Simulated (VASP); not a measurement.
# As (Im-3m) in VASP: notebook, part 3 of 3

VASP 6.6.1. Earlier steps stand in the parts before.

### 4 Single point, PBE

This run uses another cell than the first one, of 19.10 Å³/atom, 1.176 times its volume.

INCAR

```
SYSTEM = As
  PREC = Accurate
  ENCUT = 520
  EDIFF = 1E-6
  ISMEAR = -1
  SIGMA = 0.05
  LREAL = .False.
  LASPH = .True.
  NELM = 100
  ALGO = Normal
  ISIF = 2
  LWAVE = .False.
  LCHARG = .False.
  GGA = PE
  NBANDS = 8
```

KPOINTS

```
Automatic mesh
0
Gamma
  16 16 16
  0 0 0
```

POSCAR

```
As
1.0
   -1.6839816228      1.6839816228      1.6839816228
    1.6839816228     -1.6839816228      1.6839816228
    1.6839816228      1.6839816228     -1.6839816228
As
1
Direct
    0.0000000000      0.0000000000      0.0000000000
```

Potentials or basis: VASP PAW PBE potentials, release 64 (As).

Started as:

```
$ cat potpaw_PBE.64/As/POTCAR > POTCAR
$ mpirun -np 1 vasp_std > vasp.out
```

OUTCAR:

```text
SYSTEM = As
   PREC = Accurate
   ENCUT = 520
   EDIFF = 1E-6
   ISMEAR = -1
   LREAL = .False.
   LASPH = .True.
   NELM = 100
   ISIF = 2
   GGA = PE

 ion  position               nearest neighbor table
   1  0.000  0.000  0.000-

  LATTYP: Found a body centered cubic cell.
 ALAT       =     3.3679632456

  Lattice vectors:

 A1 = (  -1.6839816228,   1.6839816228,   1.6839816228)
 A2 = (   1.6839816228,  -1.6839816228,   1.6839816228)
 A3 = (   1.6839816228,   1.6839816228,  -1.6839816228)

Analysis of symmetry for initial positions (statically):
=====================================================================
 Subroutine PRICEL returns:
 Original cell was already a primitive cell.

 Routine SETGRP: Setting up the symmetry group for a
 body centered cubic supercell.

 Subroutine GETGRP returns: Found 48 space group operations
 (whereof 48 operations were pure point group operations)
 out of a pool of 48 trial point group operations.

The static configuration has the point symmetry O_h .

Analysis of symmetry for dynamics (positions and initial velocities):
=====================================================================
 Subroutine PRICEL returns:
 Original cell was already a primitive cell.

 Routine SETGRP: Setting up the symmetry group for a
 body centered cubic supercell.

 Subroutine GETGRP returns: Found 48 space group operations
 (whereof 48 operations were pure point group operations)
 out of a pool of 48 trial point group operations.

The dynamic configuration has the point symmetry O_h .

 Subroutine INISYM returns: Found 48 space group operations
 (whereof 48 operations are pure point group operations),
 and found     1 'primitive' translations

----------------------------------------------------------------------------------------

                                     Primitive cell

  volume of cell :      19.1017

[... 101 lines left out ...]
   ISMEAR =    -1;   SIGMA  =   0.05  broadening in eV -4-tet -1-fermi 0-gaus
   EFERMI_NEDOS =   21; number of points for ismear=-14 and -15
   IALGO  =     38    algorithm
   IMIX   =      4    mixing-type and parameters
     AMIX     =   0.40;   BMIX     =  1.00
     AMIX_MAG =   1.60;   BMIX_MAG =  1.00
  volume/ion in A,a.u.               =      19.10       128.90
  Fermi-wavevector in a.u.,A,eV,Ry     =   1.047227  1.978972 14.921296  1.096684
  Thomas-Fermi vector in A             =   2.182098
   LORBIT       =      0    0 simple, 1 ext, 2 COOP (PROOUT), +10 PAW based schemes
   GGA     = PE    functional components
   LHFCALC =     F    Hartree Fock is set to
   AEXX    =    0.0000 exact exchange contribution
   IVDW    =     0    specifies the selected vdW correction
   LEPSILON=     F    determine dielectric tensor
   LRPA    =     F    only Hartree local field effects (RPA)
 non-spin polarized calculation
  energy-cutoff  :      520.00
  volume of cell :       19.10
 maximum number of plane-waves:       533
 NGX is ok and might be reduce to    24
   NGX = 11   NGY = 11   NGZ = 11

 number of electron       4.9999999 magnetization

 Free energy of the ion-electron system (eV)
  ---------------------------------------------------
  ext. energy  EPLUGINS =         0.00000000
  ---------------------------------------------------
  free energy    TOTEN  =        -4.23463176 eV

  energy without entropy =       -4.22965156  energy(sigma->0) =       -4.23214166

 E-fermi :   6.3413     XC(G=0): -10.7579

 val. band max:        6.3357756174   @ k =  -0.2500   0.2500   0.1875
 cond. band min:       6.3457418771   @ k =   0.3125   0.1875   0.1250
 fundamental gap:      0.0099662597
 Fermi energy:         6.3412595304

 k-point     1 :       0.0000    0.0000    0.0000
  band No.  band energies     occupation
      1      -8.6019      2.00000
      2      12.3034      0.00000
      3      12.3034      0.00000
      4      12.3034      0.00000
      5      19.4543      0.00000
      6      19.4543      0.00000
      7      19.4543      0.00000
      8      20.9715      0.00000
[... 243 lines left out ...]
 k-point    24 :       0.2500    0.1875    0.0000
  band No.  band energies     occupation
      1      -5.1956      2.00000
      2       3.1957      2.00000
      3       6.0388      1.99529
      4       9.8807      0.00000
      5      16.1955      0.00000
      6      18.1286      0.00000
      7      21.6737      0.00000
      8      23.9196      0.00000

 [... further k-points ...]
[... 5 lines left out ...]
  --------------------------------------------------------------------------------------
  -------------------------------------------------------------------------------------
  Total        0.0073561      0.0073561      0.0073561      0.0000000     -0.0000000      0.0000000
  in kB        0.6169992      0.6169992      0.6169992      0.0000000     -0.0000000      0.0000000
  external PRESSURE =       0.6169992 kB  Pullay stress =       0.0000000 kB

 VOLUME and BASIS-vectors are now :
 -----------------------------------------------------------------------------
  energy-cutoff  :      520.00
  volume of cell :       19.10
      direct lattice vectors                 reciprocal lattice vectors
    -1.683981623  1.683981623  1.683981623     0.000000000  0.296915354  0.296915354
     1.683981623 -1.683981623  1.683981623     0.296915354  0.000000000  0.296915354
     1.683981623  1.683981623 -1.683981623     0.296915354  0.296915354  0.000000000

 POSITION                                       TOTAL-FORCE (eV/Angst)
 -----------------------------------------------------------------------------------
      0.00000      0.00000      0.00000         0.000000     -0.000000     -0.000000
 -----------------------------------------------------------------------------------
    total drift:                               -0.000000     -0.000000      0.000000

  FREE ENERGIE OF THE ION-ELECTRON SYSTEM (eV)
  ---------------------------------------------------
  free  energy   TOTEN  =        -4.2346317605 eV

  energy  without entropy=       -4.2296515639  energy(sigma->0) =       -4.23214166
```

stdout:

```text
POSCAR found type information on POSCAR As
 POSCAR found :  1 types and       1 ions
 scaLAPACK will be used
 LDA part: xc-table for (Slater+PW92), standard interpolation
 POSCAR, INCAR and KPOINTS ok, starting setup
 FFT: planning ... GRIDC
 FFT: planning ... GRID_SOFT
 FFT: planning ... GRID
 WAVECAR not read
 entering main loop
```

Wall time 14 s (1 thread of AMD EPYC 7R43 (Zen 3), shared host); peak memory 0.11 GiB.

What came out:

```
Free energy : -4.2346 eV
Pressure    : 0.1 GPa
```

### 5 Single point, PBE

This run uses another cell than the first one, of 19.10 Å³/atom, 1.176 times its volume.

INCAR

```
ALGO = Normal
EDIFF = 1E-7
ENCUT = 520
GGA = PE
ISIF = 2
ISMEAR = -1
LASPH = T
LCHARG = F
LREAL = F
LWAVE = F
NBANDS = 8
NELM = 100
PREC = Accurate
SIGMA = 0.05
```

KPOINTS

```
k-points
0
Gamma
  16 16 16
```

POSCAR is that of step 4.

Started as:

```
$ cat potpaw_PBE.64/As/POTCAR > POTCAR
$ mpirun -np 1 vasp_std > vasp.out
```

It took 14 s on 1 thread of AMD EPYC 7R43 (Zen 3), shared host; peak memory 0.12 GiB.

Results (log left out):

| Item | Value |
| --- | --- |
| Free energy | -4.2346 eV |
| Pressure | 0.1 GPa |

Levels at points of the mesh, in eV from the Fermi level:
| k point | band 1 | band 2 | band 3 | band 4 | band 5 | band 6 | band 7 |
| --- | --- | --- | --- | --- | --- | --- | --- |
| (0.00, 0.00, 0.00) | -14.94 | 5.96 | 5.96 | 5.96 | 13.11 | 13.11 | 13.11 |
| (0.50, 0.00, 0.00) | -10.23 | -6.38 | 2.02 | 4.42 | 7.80 | 8.56 | 18.11 |
| (0.50, 0.50, 0.50) | -6.60 | -2.13 | -2.13 | -2.13 | 3.79 | 3.79 | 23.99 |

### 6 Relaxation of cell and atoms, PBE

This run uses another cell than the first one, of 19.00 Å³/atom, 1.170 times its volume.

INCAR

```
SYSTEM = As
PREC = Accurate
ENCUT = 600
EDIFF = 1E-6
ISMEAR = -1
SIGMA = 0.05
LREAL = .FALSE.
LASPH = .TRUE.
NELM = 100
ALGO = Normal
ISIF = 3
LWAVE = .FALSE.
LCHARG = .FALSE.
GGA = PE
IBRION = 2
NSW = 60
EDIFFG = -0.005
```

KPOINTS

```
Automatic mesh
0
G
  16 16 16
  0 0 0
```

POSCAR

```
As
1.0
   -1.6809877034      1.6809877034      1.6809877034
    1.6809877034     -1.6809877034      1.6809877034
    1.6809877034      1.6809877034     -1.6809877034
As
1
Direct
    0.0000000000      0.0000000000      0.0000000000
```

Potentials or basis: VASP PAW PBE potentials, release 64 (As).

Started as:

```
$ cat potpaw_PBE.64/As/POTCAR > POTCAR
$ mpirun -np 1 vasp_std > vasp.out
```

Wall time 20 s (1 thread of AMD EPYC 7R43 (Zen 3), shared host); peak memory 0.12 GiB.

It converged, with:

* Free energy: -4.2347 eV
* Relaxed volume: 19.12 Å³/atom
* Relaxed cell: a = 2.918 Å, b = 2.918 Å, c = 2.918 Å, α = 109.47°, β = 109.47°, γ = 109.47°
* Space group after relaxing (to 0.05 Å): Im-3m (No. 229)
* Energy gained by relaxing: 0.2 meV/atom
* Ionic steps: 3
* Pressure after relaxing: 0.0 GPa

The path:
```
step  energy change (eV)  largest force (eV/Å)  pressure (GPa)  volume (Å³)
   1              0.0000                0.0000            0.49        19.00
   2             -0.0002                0.0000           -0.16        19.16
   3             -0.0002                0.0000            0.00        19.12
```

Final structure:
```cif
data_structure
_symmetry_space_group_name_H-M 'P 1'
_symmetry_Int_Tables_number 1
_cell_length_a 2.9176
_cell_length_b 2.9176
_cell_length_c 2.9176
_cell_angle_alpha 109.471
_cell_angle_beta 109.471
_cell_angle_gamma 109.471
_cell_volume 19.12
loop_
_atom_site_label
_atom_site_type_symbol
_atom_site_fract_x
_atom_site_fract_y
_atom_site_fract_z
_atom_site_occupancy
As1 As 0.00000 0.00000 0.00000 1
```

Levels at points of the mesh, in eV from the Fermi level:
```csv
k point,band 1,band 2,band 3,band 4,band 5
"(0.00, 0.00, 0.00)",-14.94,5.95,5.95,5.95,13.11
"(0.50, 0.00, 0.00)",-10.22,-6.37,2.02,4.42,7.80
"(0.50, 0.50, 0.50)",-6.60,-2.13,-2.13,-2.13,3.79
```

### 7 Summary

| task | cell | cutoff (eV) | gap on the mesh (eV) | pressure (GPa) |
| --- | --- | --- | --- | --- |
| single point | a = 2.763 Å, angles 109.5°, 1 atom | 520 | none | 18.5 |
| single point | a = 2.867 Å, angles 109.5°, 1 atom | 520 | none | 4.5 |
| single point | a = 2.917 Å, angles 109.5°, 1 atom | 520 | none | 0.1 |
| relaxation of cell and atoms | relaxed from a = 2.912 Å, angles 109.5°, 1 atom | 600 | none | 0.0 |

Alike in all rows: level PBE; potentials or basis VASP PAW PBE potentials, release 64 (As); no spin polarisation; k mesh 16 × 16 × 16; smearing fermi-dirac 0.05 eV.

Absolute energies hang on the potentials; compare differences alone.
